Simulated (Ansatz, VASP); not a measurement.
Te in VASP and in Ansatz

```
Te
1.0
     4.35976    0.00000    0.00000
    -2.17988    3.77566    0.00000
     0.00000    0.00000    4.89642
Te
2
Cartesian
  2.1799 1.2586 0.7382
  0.0000 2.5171 4.1582
```

Alike in both runs: task relaxation of cell and atoms; functional PBE; dispersion D3(BJ); k mesh 6 × 6 × 4; occupations gaussian, width 0.1 eV; no spin polarisation.

|  | VASP | Ansatz |
| --- | --- | --- |
| version | VASP 6.6.1 | Ansatz 0.2.0 |
| potentials or method | VASP PAW PBE potentials, release 64 (Te), cutoff 600 eV | scalar-relativistic, plane waves, PAW |
| valence electrons in the cell | 12 | 32 |

|  | VASP | Ansatz | Ansatz less VASP |
| --- | --- | --- | --- |
| gap on the k mesh at the Fermi level, each at its own relaxed structure (eV) | none | none | - |
| relaxed volume (Å³/atom) | 28.70 | 28.86 | +0.167 |
| relaxed cell length with the largest relative difference (Å) | 3.840 | 3.851 | +0.0111 |

A gap of «none» marks a metal or a gap that the smearing closes. VASP's potentials hold 12 valence electrons a cell and Ansatz's 32, so a difference there can come from the potentials and not from the codes.

Spin-orbit coupling is off throughout. Noted on VASP's run: the volume moved by over 15 % at a fixed basis, so the end points are rough.
